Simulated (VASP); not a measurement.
Input of a VASP 6.6.1 run:

Contents of INCAR:

```
ALGO = Normal
EDIFF = 1E-6
ENCUT = 520
GGA = PE
ISIF = 2
ISMEAR = 0
LASPH = T
LCHARG = F
LREAL = F
LWAVE = F
NBANDS = 16
NELM = 60
PREC = Accurate
SIGMA = 0.019000000000000003
```

File KPOINTS:

```
k-points
0
Gamma
  10 10 10
```

File POSCAR:

```
GaN
1.0
    0.0000000000      2.2535006075      2.2535006075
    2.2535006075      0.0000000000      2.2535006075
    2.2535006075      2.2535006075      0.0000000000
Ga N
1 1
Direct
    0.0000000000      0.0000000000      0.0000000000
    0.2500000000      0.2500000000      0.2500000000
```

Potentials or basis: VASP PAW PBE potentials, release 64 (Ga_d, N).

Command:

```bash
$ cat potpaw_PBE.64/Ga_d/POTCAR potpaw_PBE.64/N/POTCAR > POTCAR
$ mpirun -np 1 vasp_std > vasp.out
```

(1) What does it give for the pressure?

(2) What does it give for the band gap on the k mesh?

Answers

(1) 5.1 GPa.

(2) 1.72 eV, direct.
